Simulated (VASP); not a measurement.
Here is a VASP 6.6.1 calculation.

The input INCAR:

```
SYSTEM = Ba3Si
ALGO = Normal
EDIFF = 1E-7
EDIFFG = -0.04
ENCUT = 600
GGA = PE
IBRION = 2
ISIF = 3
ISMEAR = 0
LASPH = .True.
LCHARG = .False.
LREAL = .False.
LWAVE = .False.
NELM = 100
NSW = 90
PREC = Accurate
SIGMA = 0.1
```

Contents of KPOINTS:

```
k-points
0
Gamma
  4 4 4
  0 0 0
```

The input POSCAR:

```
Ba3Si
1.0
    4.9996556270      0.0000000000      0.0000000000
    0.0000000000      4.9996556270      0.0000000000
    0.0000000000      0.0000000000      4.9996556270
Ba Si
3 1
Direct
    0.0000000000      0.5000000000      0.5000000000
    0.5000000000      0.0000000000      0.5000000000
    0.5000000000      0.5000000000      0.0000000000
    0.0000000000      0.0000000000      0.0000000000
```

Potentials or basis: VASP PAW PBE potentials, release 64 (Ba_sv, Si).

Launch:

```bash
$ cat potpaw_PBE.64/Ba_sv/POTCAR potpaw_PBE.64/Si/POTCAR > POTCAR
$ mpirun -np 1 vasp_std > vasp.out
```

Question: Estimate the space group after relaxing (to 0.1 Å).

Answer: Pm-3m (No. 221).

Question: What does it give for the band gap on the k mesh?

Answer: Zero (bands 17 and 18 overlap by 0.97 eV).

Question: Estimate the relaxed volume.

Answer: 40.09 Å³/atom.

Step by step:
```
step  energy change (eV)  largest force (eV/Å)  pressure (GPa)  volume (Å³)
   1              0.0000                0.0000            7.83       124.97
   2             -0.6738                0.0000            0.72       154.66
   3             -0.6841                0.0000           -0.27       162.69
   4             -0.6861                0.0000           -0.01       160.37
```

Caveat: the volume moved by over 15 % at a fixed basis, so the end points are rough; spin-orbit coupling is left out, which moves the levels of the heavy elements.
